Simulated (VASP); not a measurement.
# RuBr (R-3m) in VASP: a series of runs

Runs on RuBr. Level: PBE. Tasks: single point, relaxation of cell and atoms.

Program: VASP 6.6.1. These are calculated values, not measurements. Logs are shortened: lines on timing, memory, paths and dates and some standing lists are left out, and cuts for length are marked.

### 1 The cell of the first run

The structure is trigonal, space group R-3m (No. 166). The conventional cell has a = 3.143 Å, b = 3.143 Å, c = 11.918 Å, α = 90.00°, β = 90.00°, γ = 120.00°. Within 3.5 Å of Ru (site symmetry -3m) lie 6 Br at 2.69 Å and 6 Ru at 3.14 Å. Within 3.5 Å of Br (site symmetry -3m) lie 6 Ru at 2.69 Å and 6 Br at 3.14 Å.

### 2 Single point, PBE, collinear spin, ferromagnetic start

INCAR reads:

```
ALGO = Normal ; EDIFF = 1E-6
ENCUT = 520 ; GGA = PE
ISIF = 2 ; ISMEAR = 0
ISPIN = 2 ; LASPH = T
LCHARG = F ; LMAXMIX = 4
LORBIT = 11 ; LREAL = F
LWAVE = F ; MAGMOM = 2.11 0.12
NBANDS = 22 ; NELM = 150
PREC = Accurate ; SIGMA = 0.1
```

KPOINTS reads:

```
k-points
0
Gamma
  6 6 6
```

POSCAR reads:

```
RuBr
1.0
    1.5714916319      0.9073011167      3.9728052781
   -1.5714916319      0.9073011167      3.9728052781
    0.0000000000     -1.8146022334      3.9728052781
Ru Br
1 1
Direct
    0.0000000000      0.0000000000      0.0000000000
    0.5000000000      0.5000000000      0.5000000000
```

Potentials or basis: VASP PAW PBE potentials, release 64 (Ru_pv, Br).

On the command line:

```
cat potpaw_PBE.64/Ru_pv/POTCAR potpaw_PBE.64/Br/POTCAR > POTCAR
mpirun -np 1 vasp_std > vasp.out
```

OUTCAR:

```text
EDIFF = 1E-6
   ENCUT = 520
   GGA = PE
   ISIF = 2
   ISMEAR = 0
   ISPIN = 2
   LASPH = T
   LORBIT = 11
   LREAL = F
   NELM = 150
   PREC = Accurate

 ion  position               nearest neighbor table
   1  0.000  0.000  0.000-   2 2.69   2 2.69   2 2.69   2 2.69   2 2.69   2 2.69
   2  0.500  0.500  0.500-   1 2.69   1 2.69   1 2.69   1 2.69   1 2.69   1 2.69

  LATTYP: Found a trigonal (rhomboedric) cell.
 ALAT       =     4.3676038102
 COS(alpha) =     0.7410787656

  Lattice vectors:

 A1 = (   1.5714916319,   0.9073011167,   3.9728052781)
 A2 = (  -1.5714916319,   0.9073011167,   3.9728052781)
 A3 = (   0.0000000000,  -1.8146022334,   3.9728052781)

Analysis of symmetry for initial positions (statically):
=====================================================================
 Subroutine PRICEL returns:
 Original cell was already a primitive cell.

 Routine SETGRP: Setting up the symmetry group for a
 trigonal (rhombohedral) supercell.

 Subroutine GETGRP returns: Found 12 space group operations
 (whereof 12 operations were pure point group operations)
 out of a pool of 12 trial point group operations.

The static configuration has the point symmetry D_3d.

Analysis of symmetry for dynamics (positions and initial velocities):
=====================================================================
 Subroutine PRICEL returns:
 Original cell was already a primitive cell.

 Routine SETGRP: Setting up the symmetry group for a
 trigonal (rhombohedral) supercell.

 Subroutine GETGRP returns: Found 12 space group operations
 (whereof 12 operations were pure point group operations)
 out of a pool of 12 trial point group operations.

The dynamic configuration has the point symmetry D_3d.

Analysis of structural, dynamic, and magnetic symmetry:
=====================================================================
 Subroutine PRICEL returns:
 Original cell was already a primitive cell.

 Routine SETGRP: Setting up the symmetry group for a
 trigonal (rhombohedral) supercell.

 Subroutine GETGRP returns: Found 12 space group operations
 (whereof 12 operations were pure point group operations)
 out of a pool of 12 trial point group operations.

The overall configuration has the point symmetry D_3d.

 Subroutine INISYM returns: Found 12 space group operations
 (whereof 12 operations are pure point group operations),
 and found     1 'primitive' translations

----------------------------------------------------------------------------------------

                                     Primitive cell

  volume of cell :      33.9869

  direct lattice vectors                    reciprocal lattice vectors
     1.571491632  0.907301117  3.972805278     0.318169050  0.183694987  0.083903768
    -1.571491632  0.907301117  3.972805278    -0.318169050  0.183694987  0.083903768
     0.000000000 -1.814602233  3.972805278     0.000000000 -0.367389974  0.083903768

  length of vectors
     4.367603810  4.367603810  4.367603810     0.376849088  0.376849088  0.376849088

  position of ions in fractional coordinates (direct lattice)
     0.000000000  0.000000000  0.000000000
     0.500000000  0.500000000  0.500000000

  ion indices of the primitive-cell ions
   primitive index   ion index
                 1           1
                 2           2

----------------------------------------------------------------------------------------

 KPOINTS: k-points

Automatic generation of k-mesh.
 Grid dimensions read from file:
 generate k-points for:    6    6    6

 Generating k-lattice:

  Cartesian coordinates                     Fractional coordinates (reciprocal lattice)
     0.053028175  0.030615831  0.013983961     0.166666667  0.000000000 -0.000000000
    -0.053028175  0.030615831  0.013983961     0.000000000  0.166666667 -0.000000000
     0.000000000 -0.061231662  0.013983961    -0.000000000 -0.000000000  0.166666667

  Length of vectors
     0.062808181  0.062808181  0.062808181

  Shift w.r.t. Gamma in fractional coordinates (k-lattice)
     0.000000000  0.000000000  0.000000000

 Subroutine IBZKPT returns following result:
 ===========================================

 Found     32 irreducible k-points:

 Following reciprocal coordinates:
            Coordinates               Weight
  0.000000  0.000000  0.000000      1.000000
  0.166667 -0.000000 -0.000000      6.000000
  0.333333 -0.000000 -0.000000      6.000000
  0.500000 -0.000000 -0.000000      3.000000
  0.166667  0.166667 -0.000000      6.000000
  0.333333  0.166667 -0.000000     12.000000
[... 16 lines left out ...]
  0.500000  0.500000  0.166667      6.000000
 -0.333333  0.500000  0.166667     12.000000
 [... further k-points ...]
   k-points           NKPTS =     32   k-points in BZ     NKDIM =     32   number of bands    NBANDS=     22
   number of dos      NEDOS =    301   number of ions     NIONS =      2
   total plane-waves  NPLWV =  32768
   dimension x,y,z NGX =    32 NGY =   32 NGZ =   32
   dimension x,y,z NGXF=    64 NGYF=   64 NGZF=   64
   ions per type =               1   1
   NGX,Y,Z   is equivalent  to a cutoff of  12.18, 12.18, 12.18 a.u.
   NGXF,Y,Z  is equivalent  to a cutoff of  24.36, 24.36, 24.36 a.u.
 SYSTEM =  unknown system
   PREC   = accura    normal or accurate (medium, high low for compatibility)
   ISTART =      0    job   : 0-new  1-cont  2-samecut
   ICHARG =      2    charge: 1-file 2-atom 10-const
   ISPIN  =      2    spin polarized calculation?
   LNONCOLLINEAR =      F non collinear calculations
   LSORBIT =      F    spin-orbit coupling
   LASPH  =      T    aspherical Exc in radial PAW
   ENCUT  =  520.0 eV  38.22 Ry    6.18 a.u.   8.12  8.12  8.12*2*pi/ulx,y,z
   NELM   =    150;   NELMIN=  2; NELMDL= -5     # of ELM steps
   EDIFF  = 0.1E-05   stopping-criterion for ELM
   LREAL  =      F    real-space projection
   EDIFFG = 0.1E-04   stopping-criterion for IOM
   NSW    =      0    number of steps for IOM
   IBRION =     -1    ionic relax: 0-MD 1-quasi-New 2-CG
   NFREE  =      0    steps in history (QN), initial steepest desc. (CG)
   ISIF   =      2    stress and relaxation
   ISYM   =      2    0-nonsym 1-usesym 2-fastsym
   POTIM  = 0.5000    time-step for ionic-motion
   TEBEG  =    0.0;   TEEND  =   0.0 temperature during run
   PSTRESS=    0.0 pullay stress
   NELECT =      21.0000    total number of electrons
   NUPDOWN=      -1.0000    fix difference up-down
   EMIN   =  10.00;   EMAX   =-10.00  energy-range for DOS
   EFERMI =   0.00;   METHOD = LEGACY
   ISMEAR =     0;   SIGMA  =   0.10  broadening in eV -4-tet -1-fermi 0-gaus
   EFERMI_NEDOS =   21; number of points for ismear=-14 and -15
   IALGO  =     38    algorithm
   IMIX   =      4    mixing-type and parameters
     AMIX     =   0.40;   BMIX     =  1.00
     AMIX_MAG =   1.60;   BMIX_MAG =  1.00
  volume/ion in A,a.u.               =      16.99       114.68
  Fermi-wavevector in a.u.,A,eV,Ry     =   1.394367  2.634972 26.453273  1.944261
  Thomas-Fermi vector in A             =   2.517923
   LORBIT       =     11    0 simple, 1 ext, 2 COOP (PROOUT), +10 PAW based schemes
   GGA     = PE    functional components
   LHFCALC =     F    Hartree Fock is set to
   AEXX    =    0.0000 exact exchange contribution
   IVDW    =     0    specifies the selected vdW correction
   LEPSILON=     F    determine dielectric tensor
   LRPA    =     F    only Hartree local field effects (RPA)
 spin polarized calculation
 Gauss-broadening in eV      SIGMA  =   0.10
  energy-cutoff  :      520.00
  volume of cell :       33.99
 maximum number of plane-waves:       930
   NGX = 17   NGY = 17   NGZ = 17

 number of electron      20.9999997 magnetization       0.0011009

 Free energy of the ion-electron system (eV)
  ---------------------------------------------------
  ext. energy  EPLUGINS =         0.00000000
  ---------------------------------------------------
  free energy    TOTEN  =        -9.10213769 eV

  energy without entropy =       -9.08804000  energy(sigma->0) =       -9.09508884

 E-fermi :   8.9612     XC(G=0): -12.0432

 val. band max:        8.9604628183   @ k =   0.5000   0.1667   0.1667
 cond. band min:       8.9777282027   @ k =  -0.3333   0.1667   0.1667
 fundamental gap:      0.0172653844
 Fermi energy:         8.9611634830

 spin component 1

 k-point     1 :       0.0000    0.0000    0.0000
  band No.  band energies     occupation
      1     -33.4789      1.00000
      2     -33.2759      1.00000
      3     -33.2759      1.00000
      4      -9.3972      1.00000
      5       3.0940      1.00000
      6       5.1432      1.00000
[... 14 lines left out ...]
     21      25.3113      0.00000
     22      26.3468      0.00000
[... 552 lines left out ...]
  band No.  band energies     occupation
      1     -33.4591      1.00000
      2     -33.4184      1.00000
      3     -33.3377      1.00000
      4      -7.7361      1.00000
      5       1.7810      1.00000
      6       2.8989      1.00000
[... 14 lines left out ...]
     21      26.6906      0.00000
     22      28.3842      0.00000

 [... further k-points ...]

 spin component 2

 k-point     1 :       0.0000    0.0000    0.0000
  band No.  band energies     occupation
      1     -33.4781      1.00000
      2     -33.2752      1.00000
      3     -33.2752      1.00000
      4      -9.3971      1.00000
      5       3.0941      1.00000
      6       5.1437      1.00000
[... 14 lines left out ...]
     21      25.3114      0.00000
     22      26.3471      0.00000
[... 552 lines left out ...]
  band No.  band energies     occupation
      1     -33.4582      1.00000
      2     -33.4177      1.00000
      3     -33.3369      1.00000
      4      -7.7361      1.00000
      5       1.7812      1.00000
      6       2.8990      1.00000
[... 14 lines left out ...]
     21      26.6908      0.00000
     22      28.3845      0.00000

 [... further k-points ...]

------------------------ aborting loop because EDIFF is reached ----------------------------------------

  FORCE on cell =-STRESS in cart. coord.  units (eV):
  Direction    XX          YY          ZZ          XY          YZ          ZX
  --------------------------------------------------------------------------------------
  -------------------------------------------------------------------------------------
  Total       -0.0005881     -0.0005881      0.0050317      0.0000000      0.0000000      0.0000000
  in kB       -0.0277237     -0.0277237      0.2371988      0.0000000      0.0000000      0.0000000
  external PRESSURE =       0.0605838 kB  Pullay stress =       0.0000000 kB

 VOLUME and BASIS-vectors are now :
 -----------------------------------------------------------------------------
  energy-cutoff  :      520.00
  volume of cell :       33.99
      direct lattice vectors                 reciprocal lattice vectors
     1.571491632  0.907301117  3.972805278     0.318169050  0.183694987  0.083903768
    -1.571491632  0.907301117  3.972805278    -0.318169050  0.183694987  0.083903768
     0.000000000 -1.814602233  3.972805278     0.000000000 -0.367389974  0.083903768

 POSITION                                       TOTAL-FORCE (eV/Angst)
 -----------------------------------------------------------------------------------
      0.00000      0.00000      0.00000         0.000000      0.000000      0.000000
      0.00000      0.00000      5.95921        -0.000000     -0.000000     -0.000000
 -----------------------------------------------------------------------------------
    total drift:                               -0.000000     -0.000000     -0.000000

  FREE ENERGIE OF THE ION-ELECTRON SYSTEM (eV)
  ---------------------------------------------------
  free  energy   TOTEN  =        -9.1021376892 eV

  energy  without entropy=       -9.0880399966  energy(sigma->0) =       -9.09508884

 total charge

# of ion       s       p       d       tot
------------------------------------------
    1        0.226   6.134   6.074  12.434
    2        1.646   3.068   0.128   4.842
--------------------------------------------------
tot          1.872   9.202   6.202  17.276

 magnetization (x)

# of ion       s       p       d       tot
------------------------------------------
    1        0.000   0.000   0.001   0.001
    2        0.000   0.000  -0.000   0.000
--------------------------------------------------
tot          0.000   0.000   0.001   0.001
```

Run time: 38 s. Hardware: 1 thread of Intel Xeon Platinum 8488C (Sapphire Rapids), shared host; peak memory 0.22 GiB.

What came out:

| Item | Value |
| --- | --- |
| Free energy | -9.1021 eV |
| Pressure | 0.0 GPa |
| Net moment | 0.00 μB per cell |
| Valence electrons inside the program's atomic spheres | Ru 12.43; Br 4.84 |

Caveat: the k points lie up to 0.39 Å⁻¹ apart; an empty level that is flat over the whole mesh can mark a ghost state of the potentials, or a narrow d or f band.

### 3 Relaxation of cell and atoms, PBE, collinear spin, ferromagnetic start

This run uses another cell than the first one, of 20.67 Å³/atom.

INCAR reads:

```
SYSTEM = RuBr
ALGO = Normal ; EDIFF = 1E-6
EDIFFG = -0.04 ; ENCUT = 600
GGA = PE ; IBRION = 2
ISIF = 3 ; ISMEAR = 0
ISPIN = 2 ; LASPH = .TRUE.
LCHARG = .FALSE. ; LMAXMIX = 4
LORBIT = 11 ; LREAL = .FALSE.
LWAVE = .FALSE. ; MAGMOM = 2.11 0.12
NELM = 150 ; NSW = 90
PREC = Accurate ; SIGMA = 0.1
```

KPOINTS reads:

```
k-points
0
G
  6 6 6
  0 0 0
```

POSCAR reads:

```
RuBr
1.0
    1.5531433581      0.8967077359      4.9470492145
   -1.5531433581      0.8967077359      4.9470492145
    0.0000000000     -1.7934154717      4.9470492145
Ru Br
1 1
Direct
    0.0000000000      0.0000000000      0.0000000000
    0.5000000000      0.5000000000      0.5000000000
```

Potentials or basis: VASP PAW PBE potentials, release 64 (Ru_pv, Br).

On the command line:

```
cat potpaw_PBE.64/Ru_pv/POTCAR potpaw_PBE.64/Br/POTCAR > POTCAR
mpirun -np 1 vasp_std > vasp.out
```

Run time: 8.3 min. Hardware: 1 thread of Intel Xeon Platinum 8488C (Sapphire Rapids), shared host; peak memory 0.36 GiB.

Results (log left out):

| Item | Value |
| --- | --- |
| Free energy | -9.1038 eV |
| Relaxed volume | 16.99 Å³/atom |
| Relaxed cell | a = 4.370 Å, b = 4.370 Å, c = 4.370 Å, α = 42.12°, β = 42.12°, γ = 42.12° |
| Space group after relaxing (to 0.1 Å) | R-3m (No. 166) |
| Pressure after relaxing | 0.0 GPa |
| Net moment | 0.00 μB per cell |
| Valence electrons inside the program's atomic spheres | Ru 12.43; Br 4.84 |

Stress tensor (GPa, compression positive):
```
 0.07  0.00  0.00
 0.00  0.07  0.00
 0.00  0.00 -0.06
```

Final structure:
```xyz
2
Lattice="1.5705 0.9067 3.9763 -1.5705 0.9067 3.9763 0.0000 -1.8134 3.9763" Properties=species:S:1:pos:R:3 pbc="T T T"
Ru    0.0000    0.0000    0.0000
Br    0.0000    0.0000    5.9644
```

Levels at points of the mesh, in eV from the Fermi level:
Spin up:
| k point | band 7 | band 8 | band 9 | band 10 | band 11 | band 12 | band 13 | band 14 | band 15 |
| --- | --- | --- | --- | --- | --- | --- | --- | --- | --- |
| (0.00, 0.00, 0.00) | -1.75 | -1.75 | -1.71 | -1.71 | -0.97 | -0.97 | 1.36 | 8.46 | 11.67 |
| (0.50, 0.00, 0.00) | -4.52 | -2.63 | 0.46 | 0.87 | 1.44 | 1.94 | 2.45 | 5.16 | 7.39 |
| (0.50, 0.50, 0.00) | -3.53 | -3.25 | -1.87 | -1.29 | -0.74 | 0.48 | 4.00 | 6.65 | 7.44 |
| (0.50, 0.50, 0.50) | -3.43 | -2.43 | -1.02 | -1.02 | 1.16 | 1.16 | 5.84 | 6.67 | 9.66 |
Spin down:
```
           k point  band 9  band 10  band 11  band 12  band 13  band 14
(0.00, 0.00, 0.00)   -1.71    -1.71    -0.97    -0.97     1.36     8.46
(0.50, 0.00, 0.00)    0.46     0.87     1.44     1.94     2.45     5.16
(0.50, 0.50, 0.00)   -1.87    -1.29    -0.74     0.48     4.00     6.65
(0.50, 0.50, 0.50)   -1.02    -1.02     1.16     1.16     5.84     6.67
```

Caveat: the k points lie up to 0.39 Å⁻¹ apart in the final cell; the volume moved by over 15 % at a fixed basis, so the end points are rough.
